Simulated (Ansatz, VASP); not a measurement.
## LiBr in VASP and in Ansatz

Contents of INCAR:

```
ALGO = Normal
EDIFF = 1E-6
ENCUT = 750
GGA = PS
GGA_COMPAT = False
ISIF = 2
ISMEAR = 0
LASPH = True
LCHARG = True
LELF = True
LREAL = False
LVHAR = True
LWAVE = False
NBANDS = 12
NELM = 120
PREC = Accurate
SIGMA = 0.02
```

KPOINTS

```
k-points
0
Gamma
  8 8 8
```

The input POSCAR:

```
LiBr
1.0
    0.0000000000      2.4648266931      2.4648266931
    2.4648266931      0.0000000000      2.4648266931
    2.4648266931      2.4648266931      0.0000000000
Li Br
1 1
Direct
    0.0000000000      0.0000000000      0.0000000000
    0.5000000000      0.5000000000      0.5000000000
```

Input for Ansatz:

```yaml
crystal:
  lattice:
    - [0.0, 2.4648266931, 2.4648266931]
    - [2.4648266931, 0.0, 2.4648266931]
    - [2.4648266931, 2.4648266931, 0.0]
  atoms:
    - { symbol: Li, position: [0.0, 0.0, 0.0] }
    - { symbol: Br, position: [0.5, 0.5, 0.5] }
basis:
  ecutwfc: 420
kpoints:
  mp_grid: { grid: [8, 8, 8] }
hamiltonian:
  xc: pbesol
scf:
  occupations: { method: gaussian, width: 0.02 }
output:
  forces: true
  stress: true
  eigenvalues: true
```

Alike in both runs: task single point; functional PBEsol; k mesh 8 × 8 × 8; occupations gaussian, width 0.02 eV; no spin polarisation.

|  | VASP | Ansatz |
| --- | --- | --- |
| version | VASP 6.6.1 | Ansatz 0.2.0 |
| potentials or method | VASP PAW PBE potentials, release 64 (Li_sv, Br), cutoff 750 eV | scalar-relativistic, plane waves, PAW |
| valence electrons in the cell | 10 | 10 |

Ansatz gave:

| Item | Value |
| --- | --- |
| gap on the k mesh at the Fermi level (eV) | 5.56 |
| least direct gap on the mesh (eV) | 6.03 |
| pressure (GPa) | 14.9 |

**Question.** What did VASP give for the same quantities?

**Answer.** gap on the k mesh at the Fermi level (eV): 5.56; least direct gap on the mesh (eV): 6.02; pressure (GPa): 14.9.

VASP's potentials were made for PBE, not for PBEsol.
